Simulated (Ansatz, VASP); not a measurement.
**Two plane-wave programs on CaSn2Se3**

```
Sn Se Ca
1.0
    -2.15401    2.15401    9.17483
     2.15401   -2.15401    9.17483
     2.15401    2.15401   -9.17483
Sn Se Ca
2 3 1
Direct
  0.83466 0.83466 0.00000
  0.16534 0.16534 0.00000
  0.66470 0.66470 0.00000
  0.00000 0.00000 0.00000
  0.33530 0.33530 0.00000
  0.50000 0.50000 0.00000
```

Alike in both runs: task single point; functional PBE; k mesh 8 × 8 × 8; no spin polarisation.

|  | VASP | Ansatz |
| --- | --- | --- |
| version | VASP 6.6.1 | Ansatz 0.2.0 |
| potentials or method | VASP PAW PBE potentials, release 64 (Sn_d, Se, Ca_sv) | plane waves, PAW |
| plane-wave cutoff (eV) | 520 | 420 |
| occupations | gaussian, width 0.01 eV | fixed |
| valence electrons in the cell | 56 | 86 |

|  | VASP | Ansatz | Ansatz less VASP |
| --- | --- | --- | --- |
| gap on the k mesh at the Fermi level (eV) | 0.46 | 0.46 | 0.000 |
| pressure (GPa) | -1.3 | -1.3 | -0.04 |
| rms of the force components (eV/Å) | 0.003 | 0.005 | +0.0017 |

VASP's potentials hold 56 valence electrons a cell and Ansatz's 86, so a difference there can come from the potentials and not from the codes.
